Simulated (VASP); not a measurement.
Input of a VASP 6.6.1 run:

INCAR

```
SYSTEM = SiC3
PREC = Accurate
ENCUT = 520
EDIFF = 1E-6
ISMEAR = 0
SIGMA = 0.1
LREAL = .FALSE.
LASPH = .TRUE.
NELM = 60
ALGO = Normal
ISIF = 2
LWAVE = .FALSE.
LCHARG = .FALSE.
GGA = PE
NBANDS = 16
```

KPOINTS

```
regular mesh
0
G
  6 6 2
  0 0 0
```

Contents of POSCAR:

```
SiC3
1.0
    2.5165214681      0.0000000027      0.0000000000
   -1.2582607364      2.1793715191      0.0000000000
    0.0000000000      0.0000000000      6.5557967142
Si C
1 3
Direct
    0.6666666667      0.3333333333      0.5000000000
    0.3333333333      0.6666666667      0.8692151188
    0.3333333333      0.6666666667      0.1307848812
    0.6666666667      0.3333333333      0.0000000000
```

Potentials or basis: VASP PAW PBE potentials, release 64 (Si, C).

Launch:

```sh
$ cat potpaw_PBE.64/Si/POTCAR potpaw_PBE.64/C/POTCAR > POTCAR
$ mpirun -np 1 vasp_std > vasp.out
```

(1) Estimate the band gap on the k mesh.

(2) What does it give for the largest force?

(3) Predict the pressure.

## Answers

(1) zero (bands 8 and 9 overlap by 6.32 eV).

(2) 0.039 eV/Å.

(3) 0.2 GPa.

Caveat: the k points lie up to 0.48 Å⁻¹ apart, too coarse for converged energies and pressures of a metal.
